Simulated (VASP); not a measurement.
# TiSi2 in VASP: settings compared, part 2 of 2

VASP 6.6.1. Earlier steps stand in the parts before.

## 3. Single point, r2SCAN

This run uses another cell than the first one, of 13.93 Å³/atom.

Contents of POSCAR:

```
TiSi2
1.0
   -1.4672579291      1.7044225932      4.1769207846
    1.4672579291     -1.7044225932      4.1769207846
    1.4672579291      1.7044225932     -4.1769207846
Ti Si
1 2
Direct
    0.0000000000      0.0000000000      0.0000000000
    0.6706736496      0.6706736496      0.0000000000
    0.3293263504      0.3293263504      0.0000000000
```

Contents of INCAR.step1:

```
SYSTEM = TiSi2
PREC = Accurate ; ENCUT = 520
ISMEAR = -1 ; SIGMA = 0.05
LREAL = .False. ; LASPH = .True.
NELM = 80 ; NBANDS = 17
GGA = PE ; ALGO = Normal
EDIFF = 1E-4 ; LWAVE = .True.
LCHARG = .False.
```

Contents of INCAR.step2:

```
SYSTEM = TiSi2
PREC = Accurate ; ENCUT = 520
EDIFF = 1E-6 ; ISMEAR = -1
SIGMA = 0.05 ; LREAL = .False.
LASPH = .True. ; NELM = 80
ALGO = Normal ; ISIF = 2
LWAVE = .False. ; LCHARG = .False.
METAGGA = R2SCAN ; LMIXTAU = .True.
NBANDS = 17 ; ISTART = 1
```

Contents of KPOINTS:

```
Automatic mesh
0
Gamma
  12 12 12
  0 0 0
```

Potentials or basis: VASP PAW PBE potentials, release 64 (Ti_sv, Si).

The run is started by

```console
$ cat potpaw_PBE.64/Ti_sv/POTCAR potpaw_PBE.64/Si/POTCAR > POTCAR
$ cp INCAR.step1 INCAR
$ mpirun -np 1 vasp_std > vasp.out
$ cp INCAR.step2 INCAR
$ mpirun -np 1 vasp_std > vasp.out
```

OUTCAR:

```text
SYSTEM = TiSi2
   PREC = Accurate
   ENCUT = 520
   EDIFF = 1E-6
   ISMEAR = -1
   LREAL = .False.
   LASPH = .True.
   NELM = 80
   ISIF = 2
   METAGGA = R2SCAN
   ISTART = 1

 ion  position               nearest neighbor table
   1  0.000  0.000  0.000-   2 2.66   2 2.66   2 2.66   3 2.66   2 2.66   3 2.66   3 2.66   3 2.66
                             2 2.75   3 2.75
   2  0.671  0.671  0.000-   3 2.61   3 2.61   3 2.61   3 2.61   1 2.66   1 2.66   1 2.66   1 2.66
                             1 2.75   3 2.85
[... 679 lines left out ...]

  FORCE on cell =-STRESS in cart. coord.  units (eV):
  Direction    XX          YY          ZZ          XY          YZ          ZX
  --------------------------------------------------------------------------------------
  -------------------------------------------------------------------------------------
  Total        0.0754202      0.0712368      0.0861792      0.0000000      0.0000000      0.0000000
  in kB        2.8919991      2.7315885      3.3045565      0.0000000      0.0000000      0.0000000
  external PRESSURE =       2.9760480 kB  Pullay stress =       0.0000000 kB

 VOLUME and BASIS-vectors are now :
 -----------------------------------------------------------------------------
  energy-cutoff  :      520.00
  volume of cell :       41.78
      direct lattice vectors                 reciprocal lattice vectors
    -1.467257929  1.704422593  4.176920785     0.000000000  0.293354478  0.119705406
     1.467257929 -1.704422593  4.176920785     0.340771714  0.000000000  0.119705406
     1.467257929  1.704422593 -4.176920785     0.340771714  0.293354478  0.000000000

 POSITION                                       TOTAL-FORCE (eV/Angst)
 -----------------------------------------------------------------------------------
      0.00000      0.00000      0.00000        -0.000000      0.000000     -0.000000
      0.00000      0.00000      5.60270        -0.000000     -0.000000      0.011167
      0.00000      0.00000      2.75114         0.000000      0.000000     -0.011167
 -----------------------------------------------------------------------------------
    total drift:                                0.000000     -0.000000      0.000000

  FREE ENERGIE OF THE ION-ELECTRON SYSTEM (eV)
  ---------------------------------------------------
  free  energy   TOTEN  =       -31.5317966575 eV

  energy  without entropy=      -31.5217784183  energy(sigma->0) =      -31.52678754
```

OUTCAR.step1:

```text
SYSTEM = TiSi2
   PREC = Accurate
   ENCUT = 520
   ISMEAR = -1
   LREAL = .False.
   LASPH = .True.
[... 708 lines left out ...]
      0.00000      0.00000      0.00000        -0.000000      0.000000      0.000000
      0.00000      0.00000      5.60270        -0.000000     -0.000000     -0.059374
      0.00000      0.00000      2.75114         0.000000      0.000000      0.059374
 -----------------------------------------------------------------------------------
    total drift:                                0.000000     -0.000000      0.000000

  FREE ENERGIE OF THE ION-ELECTRON SYSTEM (eV)
  ---------------------------------------------------
  free  energy   TOTEN  =       -19.8517272644 eV

  energy  without entropy=      -19.8407477317  energy(sigma->0) =      -19.84623750
```

OSZICAR.step1:

```text
N       E                     dE             d eps       ncg     rms          rms(c)
DAV:   1     0.133454230454E+03    0.13345E+03   -0.95945E+03  9520   0.121E+03
DAV:   2    -0.125555243167E+02   -0.14601E+03   -0.14216E+03  9804   0.319E+02
DAV:   3    -0.213849877980E+02   -0.88295E+01   -0.86355E+01 14524   0.719E+01
DAV:   4    -0.216319504919E+02   -0.24696E+00   -0.24607E+00 11610   0.109E+01
DAV:   5    -0.216400556501E+02   -0.81052E-02   -0.81035E-02 14950   0.188E+00    0.126E+01
DAV:   6    -0.202586833714E+02    0.13814E+01   -0.15585E+01 12373   0.340E+01    0.514E+00
DAV:   7    -0.198946904954E+02    0.36399E+00   -0.31973E+00 12110   0.149E+01    0.356E+00
DAV:   8    -0.198668443899E+02    0.27846E-01   -0.48106E-01 11470   0.626E+00    0.118E+00
DAV:   9    -0.198532130661E+02    0.13631E-01   -0.16246E-01 11313   0.384E+00    0.463E-01
DAV:  10    -0.198518101485E+02    0.14029E-02   -0.77298E-03 11803   0.728E-01    0.162E-01
DAV:  11    -0.198518070980E+02    0.30505E-05   -0.33201E-03 12968   0.476E-01    0.132E-01
DAV:  12    -0.198517272644E+02    0.79834E-04   -0.54470E-04 10485   0.230E-01
   1 F= -.19851727E+02 E0= -.19846237E+02  d E =-.109795E-01
```

It took 12 min on 1 thread of Intel Xeon Platinum 8488C (Sapphire Rapids), shared host; peak memory 0.35 GiB.

What came out:

* Free energy: -31.5318 eV
* Pressure: 0.3 GPa
* Largest force: 0.011 eV/Å
* Band gap on the k mesh: zero (bands 10 and 11 overlap by 2.57 eV)

Forces in eV/Å, atoms in the order of the input:
```
Ti   0.000  0.000  0.000
Si   0.000  0.000  0.011
Si   0.000  0.000 -0.011
```

Levels at points of the mesh, in eV from the Fermi level:
```csv
k point,band 6,band 7,band 8,band 9,band 10,band 11,band 12,band 13,band 14,band 15
"(0.00, 0.00, 0.00)",-5.16,-4.34,-2.40,-0.72,0.84,2.16,2.65,3.28,4.10,4.37
"(0.50, 0.00, 0.00)",-9.78,-4.78,-4.02,-0.78,1.08,2.27,2.82,3.88,4.30,5.85
"(0.00, 0.50, 0.00)",-8.75,-3.99,-3.60,-1.00,-0.45,1.05,2.85,3.69,4.36,4.63
"(0.50, 0.50, 0.00)",-5.79,-5.59,-4.89,-3.17,-1.38,-0.85,2.94,3.19,3.40,3.80
"(0.50, 0.50, 0.50)",-9.46,-1.54,-1.41,-0.44,0.53,2.21,2.57,2.72,4.01,4.31
```

Caveat: the PAW data sets were made with another functional, which shifts forces and pressure a little.

## 4. Single point, PBE (atoms moved at random)

Contents of INCAR:

```
PREC = Accurate ; ENCUT = 520
EDIFF = 1E-6 ; ISMEAR = -1
SIGMA = 0.05 ; LREAL = False
LASPH = True ; NELM = 100
ALGO = Normal ; ISIF = 2
LWAVE = False ; LCHARG = True
GGA = PE ; LELF = True
LVHAR = True ; NBANDS = 17
```

Contents of KPOINTS:

```
regular mesh
0
Gamma
  12 12 12
```

Contents of POSCAR:

```
TiSi2
1.0
   -1.4728720000      1.7121300000      4.2120830000
    1.4728720000     -1.7121300000      4.2120830000
    1.4728720000      1.7121300000     -4.2120830000
Ti Si
1 2
Direct
   -0.0063720000      0.0024430000      0.0062930000
    0.6832990000      0.6675750000      0.0141150000
    0.3370530000      0.3154850000     -0.0051230000
```

Potentials or basis: VASP PAW PBE potentials, release 64 (Ti_sv, Si).

The run is started by

```console
$ cat potpaw_PBE.64/Ti_sv/POTCAR potpaw_PBE.64/Si/POTCAR > POTCAR
$ mpirun -np 1 vasp_std > vasp.out
```

OUTCAR:

```text
PREC = Accurate
   ENCUT = 520
   EDIFF = 1E-6
   ISMEAR = -1
   LREAL = False
   LASPH = True
   NELM = 100
   ISIF = 2
   GGA = PE

 ion  position               nearest neighbor table
   1  0.994  0.002  0.006-   3 2.60   2 2.64   3 2.64   2 2.67   3 2.67   3 2.71   2 2.71   2 2.74
                             2 2.75   3 2.81
   2  0.683  0.668  0.014-   3 2.60   3 2.63   3 2.64   1 2.64   3 2.67   1 2.67   1 2.71   1 2.74
                             1 2.75   3 2.86
   3  0.337  0.315  0.995-   2 2.60   1 2.60   2 2.63   2 2.64   1 2.64   2 2.67   1 2.67   1 2.71
                             1 2.81   2 2.86

  LATTYP: Found a body centered orthorhombic cell.
 ALAT       =     2.9457440000
 B/A-ratio  =     1.1624431723
 C/A-ratio  =     2.8597753233

  Lattice vectors:

 A1 = (  -1.4728720000,   1.7121300000,   4.2120830000)
 A2 = (   1.4728720000,  -1.7121300000,   4.2120830000)
 A3 = (   1.4728720000,   1.7121300000,  -4.2120830000)

Analysis of symmetry for initial positions (statically):
=====================================================================
 Subroutine PRICEL returns:
 Original cell was already a primitive cell.

[... 173 lines left out ...]
 cond. band min:      10.0003403170   @ k =   0.1667   0.3333   0.4167
 fundamental gap:      0.0014942543
 Fermi energy:         9.9990034971

 k-point     1 :       0.0000    0.0000    0.0000
  band No.  band energies     occupation
      1     -46.2710      2.00000
      2     -22.6000      2.00000
      3     -22.5795      2.00000
      4     -22.3283      2.00000
      5      -2.5608      2.00000
      6       5.2439      2.00000
[... 457 lines left out ...]
      4     -22.3479      2.00000
      5      -1.4732      2.00000
      6       3.5369      2.00000
[... 9 lines left out ...]
     16      17.0326      0.00000
     17      17.7714      0.00000

 [... further k-points ...]

------------------------ aborting loop because EDIFF is reached ----------------------------------------

  FORCE on cell =-STRESS in cart. coord.  units (eV):
  Direction    XX          YY          ZZ          XY          YZ          ZX
  --------------------------------------------------------------------------------------
  -------------------------------------------------------------------------------------
  Total        0.2860255      0.1200730     -0.0084395     -0.0229068      0.0185506     -0.0548878
  in kB       10.7859057      4.5279062     -0.3182515     -0.8638056      0.6995351     -2.0697971
  external PRESSURE =       4.9985201 kB  Pullay stress =       0.0000000 kB

 VOLUME and BASIS-vectors are now :
 -----------------------------------------------------------------------------
  energy-cutoff  :      520.00
  volume of cell :       42.49
      direct lattice vectors                 reciprocal lattice vectors
    -1.472872000  1.712130000  4.212083000     0.000000000  0.292033899  0.118706113
     1.472872000 -1.712130000  4.212083000     0.339472812  0.000000000  0.118706113
     1.472872000  1.712130000 -4.212083000     0.339472812  0.292033899  0.000000000

 POSITION                                       TOTAL-FORCE (eV/Angst)
 -----------------------------------------------------------------------------------
     -1.45062      1.70781      4.16903        -0.268756      0.378951      0.272417
     -0.00237      0.05109      5.63054         0.043423     -0.265486     -0.109474
      1.43356      1.74029     -1.44196         0.225334     -0.113465     -0.162943
 -----------------------------------------------------------------------------------
    total drift:                               -0.000050      0.000001      0.000116

  FREE ENERGIE OF THE ION-ELECTRON SYSTEM (eV)
  ---------------------------------------------------
  free  energy   TOTEN  =       -19.8372968353 eV

  energy  without entropy=      -19.8262241532  energy(sigma->0) =      -19.83176049
```

stdout:

```text
POSCAR found type information on POSCAR TiSi
 POSCAR found :  2 types and       3 ions
 scaLAPACK will be used
 LDA part: xc-table for (Slater+PW92), standard interpolation
 POSCAR, INCAR and KPOINTS ok, starting setup
 FFT: planning ... GRIDC
 FFT: planning ... GRID_SOFT
 FFT: planning ... GRID
 WAVECAR not read
 entering main loop
```

It took 21 min on 1 thread of Intel Xeon 8259CL, shared host; peak memory 0.69 GiB.

What came out:

```yaml
Free_energy: -19.8373 eV
Pressure: 0.5 GPa
Largest_force: 0.539 eV/Å
Band_gap_on_the_k_mesh: zero (bands 10 and 11 overlap by 2.37 eV)
```

Forces on the atoms (eV/Å):
```
Ti  -0.269  0.379  0.272
Si   0.043 -0.265 -0.109
Si   0.225 -0.113 -0.163
```

Caveat: the cell differs from its parent crystal (atoms moved at random).

## 5. Summary

```tsv
level	cell	gap on the mesh (eV)	pressure (GPa)	largest force (eV/Å)
BLYP	a = 4.853 Å, angles 143.7, 137.8, 56.8°, 3 atoms, atomic positions A	none	0.3	-
r2SCAN	a = 4.744 Å, angles 144.0, 137.9, 56.6°, 3 atoms, atomic positions B	none	0.3	0.01
PBE	a = 4.779 Å, angles 144.1, 138.0, 56.4°, 3 atoms, atomic positions C	none	0.5	0.54
```

Alike in all rows: task single point; potentials or basis VASP PAW PBE potentials, release 64 (Ti_sv, Si); no spin polarisation; k mesh 12 × 12 × 12; cutoff (eV) 520; smearing fermi-dirac 0.05 eV.

Caveats: the PAW data sets were made with another functional, which shifts forces and pressure a little (at least some runs).

Absolute energies hang on the potentials; compare differences alone.
